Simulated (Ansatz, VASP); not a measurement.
## GeSb3Te in VASP and in Ansatz

```
Ge Sb Te
1.0
     4.76691    0.00000    0.00000
     0.00000    4.76691    0.00000
     0.00000    0.00000    6.03184
Ge Sb Te
1 3 1
Cartesian
  2.3835 2.3835 3.9931
  2.3835 2.3835 0.6388
  0.0000 2.3835 3.0159
  2.3835 0.0000 3.0159
  0.0000 0.0000 0.0000
```

Change from the starting cell: species swapped into the NdBPt3 type (P4mm, No. 99).

Alike in both runs: task single point; functional PBE; k mesh 4 × 4 × 4; occupations gaussian, width 0.1 eV; no spin polarisation.

```csv
,VASP,Ansatz
version,VASP 6.6.1,Ansatz 0.2.0
potentials or method,"VASP PAW PBE potentials, release 64 (Ge_d, Sb, Te), cutoff 520 eV","scalar-relativistic, plane waves, PAW"
valence electrons in the cell,35,75
```

```tsv
	VASP	Ansatz	Ansatz less VASP
gap on the k mesh at the Fermi level (eV)	none	none	-
pressure (GPa)	5.7	5.8	+0.03
traceless stress, the component that is largest in VASP (GPa)	-2.02	-1.98	+0.036
rms of the force components (eV/Å)	0.676	0.674	-0.0017
```

Atom by atom the forces differ by 0.006 eV/Å (rms over components). A gap of «none» marks a metal or a gap that the smearing closes. With one functional, cell and mesh, what is left measures potentials, basis and numerics. VASP's potentials hold 35 valence electrons a cell and Ansatz's 75, so a difference there can come from the potentials and not from the codes.

Neither program's run includes spin-orbit coupling.
